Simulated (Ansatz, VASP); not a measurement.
# One calculation of BAs, two programs

Contents of INCAR:

```
PREC = Accurate
ENCUT = 500
EDIFF = 1E-6
ISMEAR = 1
SIGMA = 0.2
LREAL = F
LASPH = T
NELM = 120
ALGO = Normal
ISIF = 2
LWAVE = F
LCHARG = T
GGA = PE
LELF = T
LVHAR = T
NBANDS = 11
GGA_COMPAT = F
```

The input KPOINTS:

```
Automatic mesh
0
Gamma
  6 6 6
```

Contents of POSCAR:

```
BAs
1.0
    0.0000000000      2.3052873216      2.3052873216
    2.3052873216      0.0000000000      2.3052873216
    2.3052873216      2.3052873216      0.0000000000
B As
1 1
Direct
    0.0000000000      0.0000000000      0.0000000000
    0.5000000000      0.5000000000      0.5000000000
```

Input for Ansatz:

```yaml
crystal:
  lattice:
    - [0.0, 2.3052873216, 2.3052873216]
    - [2.3052873216, 0.0, 2.3052873216]
    - [2.3052873216, 2.3052873216, 0.0]
  atoms:
    - { symbol: B, position: [0.0, 0.0, 0.0] }
    - { symbol: As, position: [0.5, 0.5, 0.5] }
kpoints:
  mp_grid: { grid: [6, 6, 6] }
hamiltonian:
  xc: pbe
scf:
  occupations: { method: cold, width: 0.2 }
  n_extra_bands: 4
output:
  forces: true
  stress: true
  eigenvalues: true
```

Alike in both runs: task single point; functional PBE; k mesh 6 × 6 × 6; no spin polarisation.

|  | VASP | Ansatz |
| --- | --- | --- |
| version | VASP 6.6.1 | Ansatz 0.2.0 |
| potentials or method | VASP PAW PBE potentials, release 64 (B, As) | plane waves |
| plane-wave cutoff (eV) | 500 | 420 |
| occupations | methfessel-paxton of order 1, width 0.2 eV | cold, width 0.2 eV |
| valence electrons in the cell | 8 | 18 |

```tsv
	VASP	Ansatz	Ansatz less VASP
pressure (GPa)	0.7	0.5	-0.25
```

VASP's potentials hold 8 valence electrons a cell and Ansatz's 18, so a difference there can come from the potentials and not from the codes.

The k mesh is coarse, so the values compare programs but aren't converged.
